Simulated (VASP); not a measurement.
Here is a VASP 6.6.1 calculation.

INCAR

```
SYSTEM = ZnSe
ALGO = Normal
EDIFF = 1E-6
ENCUT = 520
GGA = PS
ISIF = 2
ISMEAR = 0
LASPH = .TRUE.
LCHARG = .FALSE.
LREAL = .FALSE.
LWAVE = .FALSE.
NBANDS = 16
NELM = 100
PREC = Accurate
SIGMA = 0.1
```

KPOINTS

```
k-points
0
G
  6 6 6
  0 0 0
```

The input POSCAR:

```
ZnSe
1.0
    0.0000000000      2.8324425407      2.8324425407
    2.8324425407      0.0000000000      2.8324425407
    2.8324425407      2.8324425407      0.0000000000
Zn Se
1 1
Direct
    0.0000000000      0.0000000000      0.0000000000
    0.7500000000      0.7500000000      0.7500000000
```

Potentials or basis: VASP PAW PBE potentials, release 64 (Zn, Se).

The run is started by

```console
$ cat potpaw_PBE.64/Zn/POTCAR potpaw_PBE.64/Se/POTCAR > POTCAR
$ mpirun -np 1 vasp_std > vasp.out
```

Task: What does it give for the band gap on the k mesh?

Result: 1.17 eV, direct.

Task: Estimate the pressure.

Result: -0.8 GPa.

Caveat: the PAW data sets were made with another functional, which shifts forces and pressure a little. A hybrid or GW would open this gap; PBEsol tends to underestimate it.
